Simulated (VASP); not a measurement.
# MgHgSe2 (P-4m2) in VASP: single point with PBE

Aim: the single point of MgHgSe2 with PBE.

Everything below comes from runs of VASP 6.6.1. Logs are shortened: lines on timing, memory, paths and dates and some standing lists are left out, and cuts for length are marked.

## Step 1: The cell of the first run

The structure is tetragonal, space group P-4m2 (No. 115). Conventional cell: a = 4.314 Å, b = 4.314 Å, c = 5.985 Å, α = 90.00°, β = 90.00°, γ = 90.00°. Mg (site symmetry -4m2) has 4 Se at 2.58 Å within 3.4 Å. Se (site symmetry 2mm) has 2 Mg at 2.58 Å and 2 Hg at 2.68 Å within 3.4 Å. Hg (site symmetry -4m2) has 4 Se at 2.68 Å within 3.5 Å.

## Step 2: Single point, PBE, non-collinear spin, zero start, spin-orbit coupling

Input file INCAR:

```
ALGO = Normal
EDIFF = 1E-6
ENCUT = 520
GGA = PE
GGA_COMPAT = F
ISIF = 2
ISMEAR = -1
LASPH = T
LCHARG = F
LNONCOLLINEAR = T
LORBIT = 11
LORBMOM = T
LREAL = F
LSORBIT = T
LWAVE = F
MAGMOM = 0 0 0 0 0 0 0 0 0 0 0 0
NBANDS = 40
NELM = 150
PREC = Accurate
SIGMA = 0.02
```

Input file KPOINTS:

```
k-points
0
Gamma
  6 6 4
```

Input file POSCAR:

```
MgHgSe2
1.0
    4.3138610695      0.0000000000      0.0000000000
    0.0000000000      4.3138610695      0.0000000000
    0.0000000000      0.0000000000      5.9854478202
Mg Se Hg
1 2 1
Direct
    0.0000000000      0.0000000000      0.0000000000
    0.0000000000      0.5000000000      0.2354752525
    0.5000000000      0.0000000000      0.7645247475
    0.5000000000      0.5000000000      0.5000000000
```

Potentials or basis: VASP PAW PBE potentials, release 64 (Mg, Se, Hg).

Run with:

```sh
cat potpaw_PBE.64/Mg/POTCAR potpaw_PBE.64/Se/POTCAR potpaw_PBE.64/Hg/POTCAR > POTCAR
mpirun -np 1 vasp_ncl > vasp.out
```

OUTCAR:

```text
EDIFF = 1E-6
   ENCUT = 520
   GGA = PE
   ISIF = 2
   ISMEAR = -1
   LASPH = T
   LNONCOLLINEAR = T
   LORBIT = 11
   LREAL = F
   LSORBIT = T
   NELM = 150
   PREC = Accurate

 ion  position               nearest neighbor table
   1  0.000  0.000  0.000-   2 2.58   3 2.58   2 2.58   3 2.58
   2  0.000  0.500  0.235-   1 2.58   1 2.58   4 2.68   4 2.68
   3  0.500  0.000  0.765-   1 2.58   1 2.58   4 2.68   4 2.68
   4  0.500  0.500  0.500-   2 2.68   3 2.68   3 2.68   2 2.68

  LATTYP: Found a simple tetragonal cell.
 ALAT       =     4.3138610695
 C/A-ratio  =     1.3874920225

  Lattice vectors:

 A1 = (   4.3138610695,   0.0000000000,   0.0000000000)
 A2 = (   0.0000000000,   4.3138610695,   0.0000000000)
 A3 = (   0.0000000000,   0.0000000000,   5.9854478202)

Analysis of symmetry for initial positions (statically):
=====================================================================
 Subroutine PRICEL returns:
 Original cell was already a primitive cell.

 Routine SETGRP: Setting up the symmetry group for a
 simple tetragonal supercell.

 Subroutine GETGRP returns: Found  8 space group operations
 (whereof  8 operations were pure point group operations)
 out of a pool of 16 trial point group operations.

The static configuration has the point symmetry D_2d.

Analysis of symmetry for dynamics (positions and initial velocities):
=====================================================================
 Subroutine PRICEL returns:
 Original cell was already a primitive cell.

 Routine SETGRP: Setting up the symmetry group for a
 simple tetragonal supercell.

 Subroutine GETGRP returns: Found  8 space group operations
 (whereof  8 operations were pure point group operations)
 out of a pool of 16 trial point group operations.

The dynamic configuration has the point symmetry D_2d.

Analysis of structural, dynamic, and magnetic symmetry:
=====================================================================
 Subroutine PRICEL returns:
 Original cell was already a primitive cell.

 Routine SETGRP: Setting up the symmetry group for a
 simple tetragonal supercell.

 Subroutine GETGRP returns: Found  8 space group operations
 (whereof  8 operations were pure point group operations)
 out of a pool of 16 trial point group operations.

The overall configuration has the point symmetry D_2d.

 Subroutine INISYM returns: Found  8 space group operations
 (whereof  8 operations are pure point group operations),
 and found     1 'primitive' translations

----------------------------------------------------------------------------------------

                                     Primitive cell

  volume of cell :     111.3856

  direct lattice vectors                    reciprocal lattice vectors
     4.313861069  0.000000000  0.000000000     0.231810896  0.000000000  0.000000000
     0.000000000  4.313861069  0.000000000     0.000000000  0.231810896  0.000000000
     0.000000000  0.000000000  5.985447820     0.000000000  0.000000000  0.167071877

  length of vectors
     4.313861069  4.313861069  5.985447820     0.231810896  0.231810896  0.167071877

  position of ions in fractional coordinates (direct lattice)
     0.000000000  0.000000000  0.000000000
     0.000000000  0.500000000  0.235475253
     0.500000000  0.000000000  0.764524747
     0.500000000  0.500000000  0.500000000

  ion indices of the primitive-cell ions
   primitive index   ion index
                 1           1
                 2           2
                 3           3
                 4           4

----------------------------------------------------------------------------------------

 KPOINTS: k-points

[... 108 lines left out ...]

 number of electron      26.0000001 magnetization      -0.0000000      0.0000000      0.0000000

 Free energy of the ion-electron system (eV)
  ---------------------------------------------------
  ext. energy  EPLUGINS =         0.00000000
  ---------------------------------------------------
  free energy    TOTEN  =       -11.84995553 eV

  energy without entropy =      -11.84995552  energy(sigma->0) =      -11.84995553

 E-fermi :   1.4270     XC(G=0):  -8.5343

 val. band max:        1.1611967835   @ k =   0.0000   0.0000   0.0000
 cond. band min:       1.6921531182   @ k =   0.0000   0.0000   0.0000
 fundamental gap:      0.5309563346
 Fermi energy:         1.4269531409

 k-point     1 :       0.0000    0.0000    0.0000
  band No.  band energies     occupation
      1     -11.3875      1.00000
      2     -11.3875      1.00000
      3     -10.7174      1.00000
      4     -10.7174      1.00000
      5      -6.0607      1.00000
      6      -6.0607      1.00000
[... 973 lines left out ...]
     37       8.6782      0.00000
     38       8.6827      0.00000

 [... further k-points ...]

 [bands above 38 left out]

------------------------ aborting loop because EDIFF is reached ----------------------------------------

  FORCE on cell =-STRESS in cart. coord.  units (eV):
  Direction    XX          YY          ZZ          XY          YZ          ZX
  --------------------------------------------------------------------------------------
  -------------------------------------------------------------------------------------
  Total        0.9518033      0.9518033      0.9032139      0.0000000      0.0000000      0.0000000
  in kB       13.6908008     13.6908008     12.9918871      0.0000000      0.0000000      0.0000000
  external PRESSURE =      13.4578295 kB  Pullay stress =       0.0000000 kB

 VOLUME and BASIS-vectors are now :
 -----------------------------------------------------------------------------
  energy-cutoff  :      520.00
  volume of cell :      111.39
      direct lattice vectors                 reciprocal lattice vectors
     4.313861069  0.000000000  0.000000000     0.231810896  0.000000000  0.000000000
     0.000000000  4.313861069  0.000000000     0.000000000  0.231810896  0.000000000
     0.000000000  0.000000000  5.985447820     0.000000000  0.000000000  0.167071877

 POSITION                                       TOTAL-FORCE (eV/Angst)
 -----------------------------------------------------------------------------------
      0.00000      0.00000      0.00000        -0.000000      0.000000      0.000000
      0.00000      2.15693      1.40942        -0.000000      0.000000     -0.039129
      2.15693      0.00000      4.57602         0.000000      0.000000      0.039129
      2.15693      2.15693      2.99272        -0.000000     -0.000000      0.000000
 -----------------------------------------------------------------------------------
    total drift:                                0.000000     -0.000000     -0.000000

  FREE ENERGIE OF THE ION-ELECTRON SYSTEM (eV)
  ---------------------------------------------------
  free  energy   TOTEN  =       -11.8499555328 eV

  energy  without entropy=      -11.8499555190  energy(sigma->0) =      -11.84995553

 orbital moment (x)

 # of ion     p       d       tot
 ----------------------------------------
  1         0.000   0.000   0.000
  2         0.000   0.000   0.000
  3         0.000   0.000   0.000
  4         0.000   0.000   0.000
 ----------------------------------------
            0.000   0.000   0.000

 orbital moment (y)

 # of ion     p       d       tot
 ----------------------------------------
  1         0.000   0.000   0.000
  2         0.000  -0.000   0.000
  3         0.000  -0.000   0.000
  4        -0.000   0.000   0.000
 ----------------------------------------
            0.000   0.000   0.000

 orbital moment (z)

 # of ion     p       d       tot
 ----------------------------------------
  1         0.000   0.000   0.000
  2         0.000   0.000   0.000
  3         0.000   0.000   0.000
  4         0.000   0.000   0.000
 ----------------------------------------
            0.000   0.000   0.000

 Spin-Orbit-Coupling matrix elements

 Ion:    1  E_soc:     -0.0000857
 l=   1
     0.0000000    -0.0000148    -0.0000132
    -0.0000148     0.0000000    -0.0000148
    -0.0000132    -0.0000148     0.0000000
 l=   2
     0.0000000     0.0000000     0.0000000     0.0000000    -0.0000000
     0.0000000     0.0000000    -0.0000000    -0.0000000    -0.0000000
     0.0000000    -0.0000000     0.0000000    -0.0000000     0.0000000
     0.0000000    -0.0000000    -0.0000000     0.0000000    -0.0000000
    -0.0000000    -0.0000000     0.0000000    -0.0000000     0.0000000
 l=   3
     0.0000000     0.0000000     0.0000000     0.0000000     0.0000000     0.0000000     0.0000000
     0.0000000     0.0000000     0.0000000     0.0000000     0.0000000     0.0000000     0.0000000
     0.0000000     0.0000000     0.0000000     0.0000000     0.0000000     0.0000000     0.0000000
     0.0000000     0.0000000     0.0000000     0.0000000     0.0000000     0.0000000     0.0000000
[... 49 lines left out ...]
 l=   2
     0.0000000    -0.0131609     0.0000000    -0.0131609    -0.0527678
    -0.0131609     0.0000000    -0.0395789    -0.0138307    -0.0138015
     0.0000000    -0.0395789     0.0000000    -0.0395789     0.0000000
    -0.0131609    -0.0138307    -0.0395789     0.0000000    -0.0138015
    -0.0527678    -0.0138015     0.0000000    -0.0138015     0.0000000
 l=   3
     0.0000000     0.0000000     0.0000000     0.0000000     0.0000000     0.0000000     0.0000000
     0.0000000     0.0000000     0.0000000     0.0000000     0.0000000     0.0000000     0.0000000
     0.0000000     0.0000000     0.0000000     0.0000000     0.0000000     0.0000000     0.0000000
     0.0000000     0.0000000     0.0000000     0.0000000     0.0000000     0.0000000     0.0000000
     0.0000000     0.0000000     0.0000000     0.0000000     0.0000000     0.0000000     0.0000000
     0.0000000     0.0000000     0.0000000     0.0000000     0.0000000     0.0000000     0.0000000
     0.0000000     0.0000000     0.0000000     0.0000000     0.0000000     0.0000000     0.0000000

 total charge

# of ion       s       p       d       tot
------------------------------------------
    1        0.171   0.136   0.032   0.339
    2        1.443   2.403   0.020   3.866
    3        1.443   2.403   0.020   3.866
    4        0.688   0.391   9.398  10.477
--------------------------------------------------
tot          3.744   5.333   9.471  18.548

 magnetization (x)

# of ion       s       p       d       tot
------------------------------------------
    1        0.000   0.000  -0.000  -0.000
    2        0.000   0.000   0.000   0.000
    3        0.000   0.000   0.000   0.000
    4        0.000   0.000   0.000   0.000
--------------------------------------------------
tot          0.000   0.000  -0.000  -0.000

 magnetization (y)

# of ion       s       p       d       tot
------------------------------------------
    1        0.000   0.000   0.000   0.000
    2       -0.000   0.000   0.000  -0.000
    3       -0.000   0.000   0.000   0.000
    4        0.000  -0.000   0.000  -0.000
--------------------------------------------------
tot         -0.000  -0.000   0.000  -0.000

 magnetization (z)

# of ion       s       p       d       tot
------------------------------------------
    1        0.000   0.000   0.000   0.000
    2        0.000   0.000  -0.000  -0.000
    3        0.000   0.000  -0.000  -0.000
    4        0.000  -0.000   0.000  -0.000
--------------------------------------------------
tot          0.000  -0.000   0.000  -0.000
```

It took 5 min on 1 thread of Intel Xeon Platinum 8259CL at 2.50GHz (Skylake/Cascade Lake), shared host; peak memory 0.56 GiB.

What came out:

- Free energy: -11.8500 eV
- Pressure: 1.3 GPa
- Largest force: 0.039 eV/Å
- Net moment: 0.00 μB per cell
- Valence electrons inside the program's atomic spheres: Mg 0.34; Se 3.87; Hg 10.48

Forces on the atoms (eV/Å):
```
Mg   0.000  0.000  0.000
Se   0.000  0.000 -0.039
Se   0.000  0.000  0.039
Hg   0.000  0.000  0.000
```

Moments on the atoms (μB; x, y, z):
```
Mg  0.00 0.00 0.00
Se  0.00 0.00 0.00
Se  0.00 0.00 0.00
Hg  0.00 0.00 0.00
```
